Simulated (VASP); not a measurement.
Set up this calculation in VASP 6.6.1, as the native input.

```
Task                   : relaxation of cell and atoms
Functional             : PBE
Potentials or basis    : VASP PAW PBE potentials, release 64 (Cu, O)
Cutoff                 : 600 eV
k mesh                 : 22 × 22 × 22
Occupations            : gaussian, width 0.1 eV
Spin                   : no spin polarisation
Dipole correction      : no
Further INCAR settings : ALGO = Normal; EDIFF = 1e-07; IBRION = 2; EDIFFG = -0.01; NSW = 100; ISIF = 3
```

The structure of CuO lies in POSCAR:

```
CuO
1.0
    0.0000000000      2.1165600000      2.1165600000
    2.1165600000      0.0000000000      2.1165600000
    2.1165600000      2.1165600000      0.0000000000
Cu O
1 1
Direct
    0.0000000000      0.0000000000      0.0000000000
    0.5000000000      0.5000000000      0.5000000000
```

These files were run (other wordings do the same):

INCAR

```
SYSTEM = CuO
PREC     = Accurate       ! precision mode
ENCUT    = 600            ! plane-wave cutoff, eV
EDIFF    = 1E-7           ! SCF threshold, eV
ISMEAR   = 0              ! smearing method
SIGMA    = 0.1            ! smearing width, eV
LREAL    = .False.        ! projectors in reciprocal space
LASPH    = .True.         ! aspherical terms in the spheres
NELM     = 80             ! most SCF steps
ALGO     = Normal         ! electronic algorithm
ISIF     = 3              ! what is computed and relaxed
LWAVE    = .False.        ! write WAVECAR
LCHARG   = .False.        ! write CHGCAR
GGA      = PE             ! functional
IBRION   = 2              ! ionic algorithm
NSW      = 100            ! ionic steps
EDIFFG   = -0.01          ! ionic threshold
```

KPOINTS

```
Automatic mesh
0
Gamma
  22 22 22
  0 0 0
```

Potentials or basis: VASP PAW PBE potentials, release 64 (Cu, O).

Run with:

```console
$ cat potpaw_PBE.64/Cu/POTCAR potpaw_PBE.64/O/POTCAR > POTCAR
$ mpirun -np 1 vasp_std > vasp.out
```

Results of the run:

```
Relaxed volume                        : 9.56 Å³/atom
Relaxed cell                          : a = 3.002 Å, b = 3.002 Å, c = 3.002 Å, α = 60.00°, β = 60.00°, γ = 60.00°
Space group after relaxing (to 0.1 Å) : Fm-3m (No. 225)
Energy gained by relaxing             : 0.4 meV/atom
Ionic steps                           : 3
Pressure after relaxing               : 0.0 GPa
Band gap on the k mesh                : zero (an odd number of electrons rules out a gap without spin polarisation)
```

Caveat: an odd number of electrons without spin polarisation forces a metal; a magnetic or distorted state may lie lower; semilocal functionals often make such compounds metallic where correlation or magnetic order opens a gap, which also shifts bond lengths.

Wall time 110 s on 1 thread of Intel(R) Xeon(R) Platinum 8488C (Sapphire Rapids), on a shared host, peak memory 0.22 GiB.
